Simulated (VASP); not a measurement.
# Sb (I4/mmm) in VASP: settings compared

Sb is run at these levels: PBE+D4, HSE06; tasks: relaxation of cell and atoms, single point.

Everything below comes from runs of VASP 6.6.1. Logs are shortened: lines on timing, memory, paths and dates and some standing lists are left out, and cuts for length are marked.

**1. The cell of the first run**

The structure is tetragonal, space group I4/mmm (No. 139). Conventional cell: a = 3.153 Å, b = 3.153 Å, c = 5.424 Å, α = 90.00°, β = 90.00°, γ = 90.00°. Sb (site symmetry 4/mmm) has 12 Sb at 3.15 to 3.51 Å within 4.1 Å.

**2. Relaxation of cell and atoms, PBE+D4**

Input file INCAR:

```
ALGO     = Normal         # electronic algorithm
EDIFF    = 1E-6           # SCF threshold, eV
EDIFFG   = -0.01          # ionic threshold
ENCUT    = 600            # plane-wave cutoff, eV
GGA      = PE             # functional
IBRION   = 2              # ionic algorithm
ISIF     = 3              # what is computed and relaxed
ISMEAR   = -1             # smearing method
IVDW     = 13             # dispersion correction
LASPH    = True           # aspherical terms in the spheres
LCHARG   = False          # write CHGCAR
LREAL    = False          # projectors in reciprocal space
LWAVE    = False          # write WAVECAR
NELM     = 80             # most SCF steps
NSW      = 60             # ionic steps
PREC     = Accurate       # precision mode
SIGMA    = 0.05           # smearing width, eV
```

Input file KPOINTS:

```
k-points
0
Gamma
  12 12 12
```

Input file POSCAR:

```
Sb
1.0
   -1.5765401831      1.5765401831      2.7119384313
    1.5765401831     -1.5765401831      2.7119384313
    1.5765401831      1.5765401831     -2.7119384313
Sb
1
Direct
    0.0000000000      0.0000000000      0.0000000000
```

Potentials or basis: VASP PAW PBE potentials, release 64 (Sb).

Run with:

```
$ cat potpaw_PBE.64/Sb/POTCAR > POTCAR
$ mpirun -np 1 vasp_std > vasp.out
```

OUTCAR:

```text
EDIFF = 1E-6
   EDIFFG = -0.01
   ENCUT = 600
   GGA = PE
   IBRION = 2
   ISIF = 3
   ISMEAR = -1
   IVDW = 13
   LASPH = True
   LREAL = False
   NELM = 80
   NSW = 60
   PREC = Accurate

 ion  position               nearest neighbor table
   1  0.000  0.000  0.000-

  LATTYP: Found a body centered tetragonal cell.
 ALAT       =     3.1530803662
 C/A-ratio  =     1.7201835135

  Lattice vectors:

 A1 = (  -1.5765401831,   1.5765401831,   2.7119384313)
 A2 = (   1.5765401831,  -1.5765401831,   2.7119384313)
 A3 = (   1.5765401831,   1.5765401831,  -2.7119384313)

Analysis of symmetry for initial positions (statically):
=====================================================================
 Subroutine PRICEL returns:
 Original cell was already a primitive cell.

 Routine SETGRP: Setting up the symmetry group for a
 body centered tetragonal supercell.

 Subroutine GETGRP returns: Found 16 space group operations
 (whereof 16 operations were pure point group operations)
 out of a pool of 16 trial point group operations.

The static configuration has the point symmetry D_4h.

Analysis of symmetry for dynamics (positions and initial velocities):
=====================================================================
 Subroutine PRICEL returns:
 Original cell was already a primitive cell.

 Routine SETGRP: Setting up the symmetry group for a
 body centered tetragonal supercell.

 Subroutine GETGRP returns: Found 16 space group operations
 (whereof 16 operations were pure point group operations)
 out of a pool of 16 trial point group operations.

The dynamic configuration has the point symmetry D_4h.

 Subroutine INISYM returns: Found 16 space group operations
 (whereof 16 operations are pure point group operations),
 and found     1 'primitive' translations

----------------------------------------------------------------------------------------

                                     Primitive cell

  volume of cell :      26.9619

  direct lattice vectors                    reciprocal lattice vectors
    -1.576540183  1.576540183  2.711938431     0.000000000  0.317150178  0.184369967
     1.576540183 -1.576540183  2.711938431     0.317150178  0.000000000  0.184369967
     1.576540183  1.576540183 -2.711938431     0.317150178  0.317150178  0.000000000

  length of vectors
     3.510778824  3.510778824  3.510778824     0.366846726  0.366846726  0.448518083

  position of ions in fractional coordinates (direct lattice)
     0.000000000  0.000000000  0.000000000

  ion indices of the primitive-cell ions
   primitive index   ion index
                 1           1

----------------------------------------------------------------------------------------

 KPOINTS: k-points

Automatic generation of k-mesh.
 Grid dimensions read from file:
 generate k-points for:   12   12   12

 Generating k-lattice:

  Cartesian coordinates                     Fractional coordinates (reciprocal lattice)
     0.000000000  0.026429182  0.015364164     0.083333333 -0.000000000  0.000000000
     0.026429182  0.000000000  0.015364164    -0.000000000  0.083333333  0.000000000
     0.026429182  0.026429182  0.000000000     0.000000000  0.000000000  0.083333333

  Length of vectors
     0.030570561  0.030570561  0.037376507

  Shift w.r.t. Gamma in fractional coordinates (k-lattice)
     0.000000000  0.000000000  0.000000000

 Subroutine IBZKPT returns following result:
 ===========================================

 Found    163 irreducible k-points:

 Following reciprocal coordinates:
            Coordinates               Weight
  0.000000  0.000000  0.000000      1.000000
  0.083333  0.000000 -0.000000      8.000000
  0.166667  0.000000 -0.000000      8.000000
  0.250000 -0.000000  0.000000      8.000000
  0.333333  0.000000 -0.000000      8.000000
  0.416667  0.000000 -0.000000      8.000000
[... 16 lines left out ...]
  0.500000  0.166667  0.000000     16.000000
 -0.416667  0.166667  0.000000     16.000000
 [... further k-points ...]
   k-points           NKPTS =    163   k-points in BZ     NKDIM =    163   number of bands    NBANDS=      6
   number of dos      NEDOS =    301   number of ions     NIONS =      1
   total plane-waves  NPLWV =  21952
   dimension x,y,z NGX =    28 NGY =   28 NGZ =   28
   dimension x,y,z NGXF=    56 NGYF=   56 NGZF=   56
   ions per type =               1
   NGX,Y,Z   is equivalent  to a cutoff of  13.26, 13.26, 13.26 a.u.
   NGXF,Y,Z  is equivalent  to a cutoff of  26.52, 26.52, 26.52 a.u.
 SYSTEM =  unknown system
   PREC   = accura    normal or accurate (medium, high low for compatibility)
   ISTART =      0    job   : 0-new  1-cont  2-samecut
   ICHARG =      2    charge: 1-file 2-atom 10-const
   ISPIN  =      1    spin polarized calculation?
   LNONCOLLINEAR =      F non collinear calculations
   LSORBIT =      F    spin-orbit coupling
   LASPH  =      T    aspherical Exc in radial PAW
   ENCUT  =  600.0 eV  44.10 Ry    6.64 a.u.   7.01  7.01  7.01*2*pi/ulx,y,z
   NELM   =     80;   NELMIN=  2; NELMDL= -5     # of ELM steps
   EDIFF  = 0.1E-05   stopping-criterion for ELM
   LREAL  =      F    real-space projection
   EDIFFG = -.1E-01   stopping-criterion for IOM
   NSW    =     60    number of steps for IOM
   IBRION =      2    ionic relax: 0-MD 1-quasi-New 2-CG
   NFREE  =      1    steps in history (QN), initial steepest desc. (CG)
   ISIF   =      3    stress and relaxation
   ISYM   =      2    0-nonsym 1-usesym 2-fastsym
   POTIM  = 0.5000    time-step for ionic-motion
   TEBEG  =    0.0;   TEEND  =   0.0 temperature during run
   PSTRESS=    0.0 pullay stress
   NELECT =       5.0000    total number of electrons
   NUPDOWN=      -1.0000    fix difference up-down
   EMIN   =  10.00;   EMAX   =-10.00  energy-range for DOS
   EFERMI =   0.00;   METHOD = LEGACY
   ISMEAR =    -1;   SIGMA  =   0.05  broadening in eV -4-tet -1-fermi 0-gaus
   EFERMI_NEDOS =   21; number of points for ismear=-14 and -15
   IALGO  =     38    algorithm
   IMIX   =      4    mixing-type and parameters
     AMIX     =   0.40;   BMIX     =  1.00
     AMIX_MAG =   1.60;   BMIX_MAG =  1.00
  volume/ion in A,a.u.               =      26.96       181.95
  Fermi-wavevector in a.u.,A,eV,Ry     =   0.933573  1.764197 11.858269  0.871558
  Thomas-Fermi vector in A             =   2.060288
   LORBIT       =      0    0 simple, 1 ext, 2 COOP (PROOUT), +10 PAW based schemes
   GGA     = PE    functional components
   LHFCALC =     F    Hartree Fock is set to
   AEXX    =    0.0000 exact exchange contribution
   IVDW    =    13    specifies the selected vdW correction
   LEPSILON=     F    determine dielectric tensor
   LRPA    =     F    only Hartree local field effects (RPA)
 conjugate gradient relaxation of ions
 non-spin polarized calculation
  energy-cutoff  :      600.00
  volume of cell :       26.96
 maximum number of plane-waves:       922
   NGX = 15   NGY = 15   NGZ = 15

--------------------------------------- Ionic step        1  -------------------------------------------

 number of electron       5.0000000 magnetization

 Free energy of the ion-electron system (eV)
  ---------------------------------------------------
  ext. energy  EPLUGINS =         0.00000000
  ---------------------------------------------------
  free energy    TOTEN  =        -3.84222427 eV

  energy without entropy =       -3.83668318  energy(sigma->0) =       -3.83945373

------------------------ aborting loop because EDIFF is reached ----------------------------------------

  DFT-D4 for vdW energy calculation

  Edisp (eV):   -0.56264

  FORCE on cell =-STRESS in cart. coord.  units (eV):
  Direction    XX          YY          ZZ          XY          YZ          ZX
  --------------------------------------------------------------------------------------
  -------------------------------------------------------------------------------------
  Total      -0.19631    -0.19631    -0.30779     0.00000     0.00000     0.00000
  in kB     -11.66572   -11.66572   -18.29018     0.00000     0.00000     0.00000
  external pressure =      -13.87 kB  Pullay stress =        0.00 kB
[... 94 lines left out ...]
  FREE ENERGIE OF THE ION-ELECTRON SYSTEM (eV)
  ---------------------------------------------------
  free  energy   TOTEN  =        -4.4078472163 eV

  energy  without entropy=       -4.4023508159  energy(sigma->0) =       -4.40509902

[... ionic steps 4 to 11 ...]

--------------------------------------- Ionic step       12  -------------------------------------------

 number of electron       5.0000000 magnetization

------------------------ aborting loop because EDIFF is reached ----------------------------------------

  DFT-D4 for vdW energy calculation

  Edisp (eV):   -0.57352
[... 67 lines left out ...]
  energy  without entropy=       -4.4077331315  energy(sigma->0) =       -4.40972354

--------------------------------------- Ionic step       14  -------------------------------------------

 number of electron       5.0000000 magnetization

 Free energy of the ion-electron system (eV)
  ---------------------------------------------------
  ext. energy  EPLUGINS =         0.00000000
  ---------------------------------------------------
  free energy    TOTEN  =        -3.83571086 eV

  energy without entropy =       -3.83167761  energy(sigma->0) =       -3.83369423

 E-fermi :   8.8711     XC(G=0): -10.3388

 val. band max:        8.8517163814   @ k =  -0.2500   0.0833   0.0000
 cond. band min:       8.8728505738   @ k =   0.4167   0.4167   0.0833
 fundamental gap:      0.0211341924
 Fermi energy:         8.8710585659

 k-point     1 :       0.0000    0.0000    0.0000
  band No.  band energies     occupation
      1      -4.2760      2.00000
      2      14.0867      0.00000
      3      14.4334      0.00000
      4      14.4334      0.00000
      5      18.4206      0.00000
      6      19.3349      0.00000

 k-point     2 :       0.0833    0.0000   -0.0000
  band No.  band energies     occupation
      1      -4.1340      2.00000
      2      13.0599      0.00000
      3      13.8587      0.00000
      4      14.3649      0.00000
      5      18.0505      0.00000
      6      18.8408      0.00000
[... 190 lines left out ...]
 k-point    24 :      -0.4167    0.1667    0.0000
  band No.  band energies     occupation
      1      -1.0608      2.00000
      2       5.2567      2.00000
      3      10.4194      0.00000
      4      11.4722      0.00000
      5      15.4365      0.00000
      6      17.9632      0.00000

 [... further k-points ...]

------------------------ aborting loop because EDIFF is reached ----------------------------------------

  DFT-D4 for vdW energy calculation

  Edisp (eV):   -0.57602

  FORCE on cell =-STRESS in cart. coord.  units (eV):
  Direction    XX          YY          ZZ          XY          YZ          ZX
  --------------------------------------------------------------------------------------
  -------------------------------------------------------------------------------------
  Total      -0.00130    -0.00130     0.00356    -0.00000     0.00000     0.00000
  in kB      -0.07953    -0.07953     0.21721    -0.00000     0.00000     0.00000
  external pressure =        0.02 kB  Pullay stress =        0.00 kB
[... 16 lines left out ...]
  FREE ENERGIE OF THE ION-ELECTRON SYSTEM (eV)
  ---------------------------------------------------
  free  energy   TOTEN  =        -4.4117259712 eV

  energy  without entropy=       -4.4076927201  energy(sigma->0) =       -4.40970935

 reached required accuracy - stopping structural energy minimisation
```

Run time: 3 min. Hardware: 1 thread of Intel Xeon 8259CL, shared host; peak memory 0.19 GiB.

Results:

```yaml
Free_energy: -4.4117 eV
Relaxed_volume: 26.25 Å³/atom
Relaxed_cell: a = 3.436 Å, b = 3.436 Å, c = 3.436 Å, α = 124.90°, β = 124.90°, γ = 81.70°
Space_group_after_relaxing_to_0.1_Å: I4/mmm (No. 139)
Energy_gained_by_relaxing: 6.9 meV/atom
Ionic_steps: 14
Pressure_after_relaxing: 0.0 GPa
Band_gap_on_the_k_mesh: zero (an odd number of electrons rules out a gap without spin polarisation)
Dispersion_energy_per_atom: -0.576 eV
```

Step by step:
```tsv
step	energy change (eV)	largest force (eV/Å)	pressure (GPa)	volume (Å³)
1	0.0000	0.0000	-1.39	26.96
2	-0.0024	0.0000	0.81	26.06
3	-0.0030	0.0000	0.13	26.32
4	-0.0040	0.0000	0.15	26.28
5	-0.0064	0.0000	0.32	26.15
6	0.0005	0.0000	0.88	25.85
7	-0.0067	0.0000	0.38	26.11
8	-0.0067	0.0000	0.41	26.09
9	-0.0061	0.0000	-0.68	26.51
10	-0.0068	0.0000	0.04	26.23
11	-0.0068	0.0000	0.04	26.23
12	-0.0067	0.0000	-0.33	26.37
13	-0.0068	0.0000	0.02	26.24
14	-0.0069	0.0000	0.00	26.25
```

Final structure:
```
Sb
1.0
    -1.58904    1.58904    2.59876
     1.58904   -1.58904    2.59876
     1.58904    1.58904   -2.59876
Sb
1
Cartesian
  0.0000 0.0000 0.0000
```

Levels at points of the mesh, in eV from the Fermi level:
| k point | band 1 | band 2 | band 3 | band 4 | band 5 | band 6 |
| --- | --- | --- | --- | --- | --- | --- |
| (0.00, 0.00, 0.00) | -13.15 | 5.22 | 5.56 | 5.56 | 9.55 | 10.46 |
| (0.50, 0.00, 0.00) | -9.21 | -5.98 | 2.34 | 5.06 | 6.76 | 9.90 |
| (0.50, 0.50, 0.00) | -6.85 | -4.67 | -0.71 | 0.49 | 3.61 | 4.33 |
| (0.50, 0.50, 0.50) | -8.86 | -5.69 | 1.69 | 1.69 | 5.54 | 5.62 |

Caveat: spin-orbit coupling is left out, which moves the levels of the heavy elements.

**3. Single point, HSE06**

POSCAR is that of step 2.

Input file INCAR.step1:

```
SYSTEM = Sb
PREC = Accurate ; ENCUT = 520
EDIFF = 1E-5 ; ISMEAR = -1
SIGMA = 0.05 ; LREAL = .FALSE.
LASPH = .TRUE. ; NELM = 100
ALGO = Normal ; ISIF = 2
LWAVE = .TRUE. ; LCHARG = .FALSE.
NBANDS = 8 ; GGA = PE
```

Input file INCAR.step2:

```
SYSTEM = Sb
PREC = Accurate ; ENCUT = 520
EDIFF = 1E-7 ; ISMEAR = -1
SIGMA = 0.05 ; LREAL = .FALSE.
LASPH = .TRUE. ; NELM = 100
ALGO = Normal ; ISIF = 2
LWAVE = .FALSE. ; LCHARG = .FALSE.
GGA = PE ; LHFCALC = .TRUE.
HFSCREEN = 0.2079 ; PRECFOCK = Normal
NBANDS = 8 ; ISTART = 1
```

Input file KPOINTS:

```
regular mesh
0
G
  8 8 8
  0 0 0
```

Potentials or basis: VASP PAW PBE potentials, release 64 (Sb).

Run with:

```
$ cat potpaw_PBE.64/Sb/POTCAR > POTCAR
$ cp INCAR.step1 INCAR
$ mpirun -np 1 vasp_std > vasp.out
$ cp INCAR.step2 INCAR
$ mpirun -np 1 vasp_std > vasp.out
```

Wall time 42 min (1 thread of Intel Xeon Platinum 8488C (Sapphire Rapids), shared host); peak memory 0.28 GiB.

It converged, with:

```
Free energy            : -4.6695 eV
Pressure               : -1.5 GPa
Band gap on the k mesh : zero (an odd number of electrons rules out a gap without spin polarisation)
```

Stress tensor (GPa, compression positive):
```
-2.28  0.00  0.00
 0.00 -2.28  0.00
 0.00  0.00  0.14
```

Levels at points of the mesh, in eV from the Fermi level:
| k point | band 1 | band 2 | band 3 | band 4 | band 5 | band 6 |
| --- | --- | --- | --- | --- | --- | --- |
| (0.00, 0.00, 0.00) | -14.65 | 5.07 | 5.93 | 5.93 | 9.74 | 11.13 |
| (0.50, 0.00, 0.00) | -10.35 | -6.81 | 1.84 | 5.85 | 6.40 | 10.67 |
| (0.50, 0.50, 0.00) | -7.50 | -5.24 | -1.42 | 0.57 | 3.62 | 4.52 |
| (0.50, 0.50, 0.50) | -10.52 | -6.67 | 2.26 | 2.26 | 6.09 | 6.43 |

Caveat: the PAW data sets were made with another functional, which shifts forces and pressure a little; spin-orbit coupling is left out, which moves the levels of the heavy elements.
